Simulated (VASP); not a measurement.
# Mg (P6_3/mmc) in VASP: a series of runs, part 2 of 2

VASP 6.6.1. The steps go on from the part before.

**6. Single point, LDA**

This run uses another cell than the first one, of 21.61 Å³/atom, 0.962 times its volume.

Contents of INCAR:

```
SYSTEM = Mg
ALGO = Normal
EDIFF = 1E-6
ENCUT = 520
ISIF = 2
ISMEAR = -1
LASPH = .TRUE.
LCHARG = .TRUE.
LELF = .TRUE.
LREAL = .FALSE.
LVHAR = .TRUE.
LWAVE = .FALSE.
NBANDS = 9
NELM = 100
PREC = Accurate
SIGMA = 0.1
```

Contents of KPOINTS:

```
k-points
0
G
  3 3 2
  0 0 0
```

Contents of POSCAR:

```
Mg
1.0
    3.1325008903      0.0000000000      0.0000000000
   -1.5662504451      2.7128253484      0.0000000000
    0.0000000000      0.0000000000      5.0848940941
Mg
2
Direct
    0.3333333333      0.6666666667      0.2500000000
    0.6666666667      0.3333333333      0.7500000000
```

Potentials or basis: VASP PAW LDA potentials, release 64 (Mg).

Started as:

```bash
> cat potpaw_LDA.64/Mg/POTCAR > POTCAR
> mpirun -np 1 vasp_std > vasp.out
```

OUTCAR:

```text
SYSTEM = Mg
   EDIFF = 1E-6
   ENCUT = 520
   ISIF = 2
   ISMEAR = -1
   LASPH = .TRUE.
   LREAL = .FALSE.
   NELM = 100
   PREC = Accurate

 ion  position               nearest neighbor table
   1  0.333  0.667  0.250-   2 3.12   2 3.12   2 3.12   2 3.12   2 3.12   2 3.12
   2  0.667  0.333  0.750-   1 3.12   1 3.12   1 3.12   1 3.12   1 3.12   1 3.12

  LATTYP: Found a hexagonal cell.
 ALAT       =     3.1325008903
 C/A-ratio  =     1.6232698001

  Lattice vectors:

 A1 = (   3.1325008903,   0.0000000000,   0.0000000000)
 A2 = (  -1.5662504451,   2.7128253484,   0.0000000000)
 A3 = (   0.0000000000,   0.0000000000,   5.0848940941)

Analysis of symmetry for initial positions (statically):
=====================================================================
 Subroutine PRICEL returns:
 Original cell was already a primitive cell.

 Routine SETGRP: Setting up the symmetry group for a
 hexagonal supercell.

 Subroutine GETGRP returns: Found 24 space group operations
 (whereof 12 operations were pure point group operations)
 out of a pool of 24 trial point group operations.

The static configuration has the point symmetry D_3d.
 The point group associated with its full space group is D_6h.

Analysis of symmetry for dynamics (positions and initial velocities):
=====================================================================
 Subroutine PRICEL returns:
 Original cell was already a primitive cell.

 Routine SETGRP: Setting up the symmetry group for a
 hexagonal supercell.

 Subroutine GETGRP returns: Found 24 space group operations
 (whereof 12 operations were pure point group operations)
 out of a pool of 24 trial point group operations.

The dynamic configuration has the point symmetry D_3d.
 The point group associated with its full space group is D_6h.

 Subroutine INISYM returns: Found 24 space group operations
 (whereof 12 operations are pure point group operations),
 and found     1 'primitive' translations

----------------------------------------------------------------------------------------

                                     Primitive cell

  volume of cell :      43.2111

  direct lattice vectors                    reciprocal lattice vectors
     3.132500890  0.000000000  0.000000000     0.319233748  0.184309690  0.000000000
    -1.566250445  2.712825348  0.000000000     0.000000000  0.368619381  0.000000000
     0.000000000  0.000000000  5.084894094     0.000000000  0.000000000  0.196660930

  length of vectors
     3.132500890  3.132500890  5.084894094     0.368619381  0.368619381  0.196660930

  position of ions in fractional coordinates (direct lattice)
     0.333333333  0.666666667  0.250000000
     0.666666667  0.333333333  0.750000000

  ion indices of the primitive-cell ions
   primitive index   ion index
                 1           1
                 2           2

----------------------------------------------------------------------------------------

 KPOINTS: k-points

Automatic generation of k-mesh.
 Grid dimensions read from file:
 generate k-points for:    3    3    2

 Generating k-lattice:

  Cartesian coordinates                     Fractional coordinates (reciprocal lattice)
     0.106411249  0.061436563  0.000000000     0.333333333  0.000000000  0.000000000
     0.000000000  0.122873127  0.000000000     0.000000000  0.333333333  0.000000000
     0.000000000  0.000000000  0.098330465     0.000000000  0.000000000  0.500000000

  Length of vectors
     0.122873127  0.122873127  0.098330465

  Shift w.r.t. Gamma in fractional coordinates (k-lattice)
     0.000000000  0.000000000  0.000000000

 Subroutine IBZKPT returns following result:
 ===========================================

 Found      6 irreducible k-points:

 Following reciprocal coordinates:
            Coordinates               Weight
  0.000000  0.000000  0.000000      1.000000
  0.333333  0.000000  0.000000      6.000000
  0.333333  0.333333  0.000000      2.000000
  0.000000  0.000000  0.500000      1.000000
  0.333333  0.000000  0.500000      6.000000
  0.333333  0.333333  0.500000      2.000000
   k-points           NKPTS =      6   k-points in BZ     NKDIM =      6   number of bands    NBANDS=      9
   number of dos      NEDOS =    301   number of ions     NIONS =      2
   total plane-waves  NPLWV =  23040
   dimension x,y,z NGX =    24 NGY =   24 NGZ =   40
   dimension x,y,z NGXF=    48 NGYF=   48 NGZF=   80
   ions per type =               2
   NGX,Y,Z   is equivalent  to a cutoff of  12.74, 12.74, 13.08 a.u.
   NGXF,Y,Z  is equivalent  to a cutoff of  25.47, 25.47, 26.16 a.u.
 SYSTEM =  Mg
   PREC   = accura    normal or accurate (medium, high low for compatibility)
   ISTART =      0    job   : 0-new  1-cont  2-samecut
   ICHARG =      2    charge: 1-file 2-atom 10-const
   ISPIN  =      1    spin polarized calculation?
   LNONCOLLINEAR =      F non collinear calculations
   LSORBIT =      F    spin-orbit coupling
   LASPH  =      T    aspherical Exc in radial PAW
   ENCUT  =  520.0 eV  38.22 Ry    6.18 a.u.   5.82  5.82  9.45*2*pi/ulx,y,z
   NELM   =    100;   NELMIN=  2; NELMDL= -5     # of ELM steps
   EDIFF  = 0.1E-05   stopping-criterion for ELM
   LREAL  =      F    real-space projection
   EDIFFG = 0.1E-04   stopping-criterion for IOM
   NSW    =      0    number of steps for IOM
   IBRION =     -1    ionic relax: 0-MD 1-quasi-New 2-CG
   NFREE  =      0    steps in history (QN), initial steepest desc. (CG)
   ISIF   =      2    stress and relaxation
   ISYM   =      2    0-nonsym 1-usesym 2-fastsym
   POTIM  = 0.5000    time-step for ionic-motion
   TEBEG  =    0.0;   TEEND  =   0.0 temperature during run
   PSTRESS=    0.0 pullay stress
   NELECT =       4.0000    total number of electrons
   NUPDOWN=      -1.0000    fix difference up-down
   EMIN   =  10.00;   EMAX   =-10.00  energy-range for DOS
   EFERMI =   0.00;   METHOD = LEGACY
   ISMEAR =    -1;   SIGMA  =   0.10  broadening in eV -4-tet -1-fermi 0-gaus
   EFERMI_NEDOS =   21; number of points for ismear=-14 and -15
   IALGO  =     38    algorithm
   IMIX   =      4    mixing-type and parameters
     AMIX     =   0.40;   BMIX     =  1.00
     AMIX_MAG =   1.60;   BMIX_MAG =  1.00
  volume/ion in A,a.u.               =      21.61       145.80
  Fermi-wavevector in a.u.,A,eV,Ry     =   0.740565  1.399465  7.461932  0.548437
  Thomas-Fermi vector in A             =   1.834998
   LORBIT       =      0    0 simple, 1 ext, 2 COOP (PROOUT), +10 PAW based schemes
   GGA     = CA    functional components
   LHFCALC =     F    Hartree Fock is set to
   AEXX    =    0.0000 exact exchange contribution
   IVDW    =     0    specifies the selected vdW correction
   LEPSILON=     F    determine dielectric tensor
   LRPA    =     F    only Hartree local field effects (RPA)
 non-spin polarized calculation
  energy-cutoff  :      520.00
  volume of cell :       43.21
 maximum number of plane-waves:      1182
 NGX is ok and might be reduce to    24
   NGX = 11   NGY = 11   NGZ = 19

 number of electron       4.0000000 magnetization

 Free energy of the ion-electron system (eV)
  ---------------------------------------------------
  ext. energy  EPLUGINS =         0.00000000
  ---------------------------------------------------
  free energy    TOTEN  =        -2.94870093 eV

  energy without entropy =       -2.85357345  energy(sigma->0) =       -2.90113719

 E-fermi :   3.1365     XC(G=0):  -8.8760

 val. band max:        3.1236943112   @ k =   0.3333   0.0000   0.0000
 cond. band min:       3.3828048747   @ k =   0.3333   0.0000   0.0000
 fundamental gap:      0.2591105635
 Fermi energy:         3.1365423703

 k-point     1 :       0.0000    0.0000    0.0000
  band No.  band energies     occupation
      1      -4.3897      2.00000
      2       1.0593      2.00000
      3       1.5057      2.00000
      4      14.0254      0.00000
      5      14.0254      0.00000
      6      14.2166      0.00000
      7      14.2166      0.00000
      8      14.9626      0.00000
      9      16.7631      0.00000
[... 49 lines left out ...]
 k-point     6 :       0.3333    0.3333    0.5000
  band No.  band energies     occupation
      1       3.0033      1.58232
      2       3.0033      1.58232
      3       3.4467      0.08609
      4       3.4467      0.08609
      5       4.4496      0.00000
      6       4.4496      0.00000
      7      14.1033      0.00000
      8      14.1040      0.00000
      9      14.2422      0.00000

------------------------ aborting loop because EDIFF is reached ----------------------------------------

  FORCE on cell =-STRESS in cart. coord.  units (eV):
  Direction    XX          YY          ZZ          XY          YZ          ZX
  --------------------------------------------------------------------------------------
  -------------------------------------------------------------------------------------
  Total        0.3247086      0.3247086     -0.2494323      0.0000000      0.0000000      0.0000000
  in kB       12.0395263     12.0395263     -9.2484362      0.0000000      0.0000000      0.0000000
  external PRESSURE =       4.9435388 kB  Pullay stress =       0.0000000 kB

 VOLUME and BASIS-vectors are now :
 -----------------------------------------------------------------------------
  energy-cutoff  :      520.00
  volume of cell :       43.21
      direct lattice vectors                 reciprocal lattice vectors
     3.132500890  0.000000000  0.000000000     0.319233748  0.184309690  0.000000000
    -1.566250445  2.712825348  0.000000000     0.000000000  0.368619381  0.000000000
     0.000000000  0.000000000  5.084894094     0.000000000  0.000000000  0.196660930

 POSITION                                       TOTAL-FORCE (eV/Angst)
 -----------------------------------------------------------------------------------
     -0.00000      1.80855      1.27122        -0.000000     -0.000000      0.000000
      1.56625      0.90428      3.81367         0.000000      0.000000      0.000000
 -----------------------------------------------------------------------------------
    total drift:                               -0.000000      0.000000     -0.000000

  FREE ENERGIE OF THE ION-ELECTRON SYSTEM (eV)
  ---------------------------------------------------
  free  energy   TOTEN  =        -2.9487009349 eV

  energy  without entropy=       -2.8535734469  energy(sigma->0) =       -2.90113719
```

stdout:

```text
POSCAR found type information on POSCAR Mg
 POSCAR found :  1 types and       2 ions
 scaLAPACK will be used
 LDA part: xc-table for (Slater(with rela. corr.)+CA(PZ))
 , standard interpolation
 POSCAR, INCAR and KPOINTS ok, starting setup
 FFT: planning ... GRIDC
 FFT: planning ... GRID_SOFT
 FFT: planning ... GRID
 WAVECAR not read
 entering main loop
```

Wall time 3.1 s (1 thread of Intel Xeon Platinum 8488C (Sapphire Rapids), shared host); peak memory 0.13 GiB.

Results:

* Free energy: -2.9487 eV
* Pressure: 0.5 GPa
* Band gap on the k mesh: zero (band 2 reaches 3.12 eV, above the bottom of band 3 at 1.51 eV)

Caveat: the k points lie up to 0.77 Å⁻¹ apart.

**7. Overview**

| cell | k mesh | gap on the mesh (eV) | pressure (GPa) |
| --- | --- | --- | --- |
| a = 3.174, b = 3.174, c = 5.152 Å, angles 90.0, 90.0, 120.0°, 2 atoms | 19 × 19 × 10 | none | -1.7 |
| a = 3.214, b = 3.214, c = 5.217 Å, angles 90.0, 90.0, 120.0°, 2 atoms | 19 × 19 × 10 | none | -2.9 |
| a = 3.253, b = 3.253, c = 5.281 Å, angles 90.0, 90.0, 120.0°, 2 atoms | 19 × 19 × 10 | none | -3.8 |
| a = 3.133, b = 3.133, c = 5.085 Å, angles 90.0, 90.0, 120.0°, 2 atoms | 3 × 3 × 2 | none | 0.5 |

Alike in all rows: task single point; level LDA; potentials or basis VASP PAW LDA potentials, release 64 (Mg); no spin polarisation; cutoff (eV) 520; smearing fermi-dirac 0.1 eV.

Caveats: some runs use coarse meshes.

Total energies depend on the potentials used, so only differences within one code and one set of settings carry meaning.
